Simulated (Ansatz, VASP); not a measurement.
# Two plane-wave programs on Ti2AlN3

Contents of INCAR:

```
  PREC = Accurate
  ENCUT = 600
  EDIFF = 1E-6
  ISMEAR = 0
  SIGMA = 0.01
  LREAL = F
  LASPH = T
  NELM = 100
  ALGO = Normal
  ISIF = 3
  LWAVE = F
  LCHARG = F
  GGA = PE
  IBRION = 2
  NSW = 100
  EDIFFG = -0.01
```

KPOINTS

```
regular mesh
0
Gamma
  6 6 8
```

The input POSCAR:

```
Ti2AlN3
1.0
    6.3490334512      0.0000000000      0.0000000000
   -3.1745167256      5.4984242582      0.0000000000
    0.0000000000      0.0000000000      4.3740324878
Ti Al N
2 1 3
Direct
    0.3333333333      0.6666666667      0.0000000000
    0.6666666667      0.3333333333      0.0000000000
    0.0000000000      0.0000000000      0.0000000000
    0.5000000000      0.0000000000      0.0000000000
    0.0000000000      0.5000000000      0.0000000000
    0.5000000000      0.5000000000      0.0000000000
```

Input for Ansatz:

```yaml
crystal:
  lattice:
    - [6.3490334512, 0.0, 0.0]
    - [-3.1745167256, 5.4984242582, 0.0]
    - [0.0, 0.0, 4.3740324878]
  atoms:
    - { symbol: Ti, position: [0.3333333333, 0.6666666667, 0.0] }
    - { symbol: Ti, position: [0.6666666667, 0.3333333333, 0.0] }
    - { symbol: Al, position: [0.0, 0.0, 0.0] }
    - { symbol: "N", position: [0.5, 0.0, 0.0] }
    - { symbol: "N", position: [0.0, 0.5, 0.0] }
    - { symbol: "N", position: [0.5, 0.5, 0.0] }
basis:
  ecutwfc: 420
kpoints:
  mp_grid: { grid: [6, 6, 8] }
hamiltonian:
  xc: pbe
scf:
  occupations: { method: gaussian, width: 0.01 }
output:
  forces: true
  stress: true
  eigenvalues: true
relax:
  adjacent_minimum: "off"
  f_tol: 0.01
  max_steps: 80
  cell: { stress_tol: 0.05 }
```

Alike in both runs: task relaxation of cell and atoms; functional PBE; k mesh 6 × 6 × 8; occupations gaussian, width 0.01 eV; no spin polarisation.

|  | VASP | Ansatz |
| --- | --- | --- |
| version | VASP 6.6.1 | Ansatz 0.2.0 |
| potentials or method | VASP PAW PBE potentials, release 64 (Ti_sv, Al, N), cutoff 600 eV | scalar-relativistic, plane waves, PAW |
| valence electrons in the cell | 42 | 42 |

|  | VASP | Ansatz | Ansatz less VASP |
| --- | --- | --- | --- |
| gap on the k mesh at the Fermi level, each at its own relaxed structure (eV) | 0.38 | 0.43 | +0.055 |
| relaxed volume (Å³/atom) | 28.32 | 28.81 | +0.488 |
| relaxed length of the cell vector where the two differ most in proportion (Å) | 4.861 | 4.950 | +0.0890 |
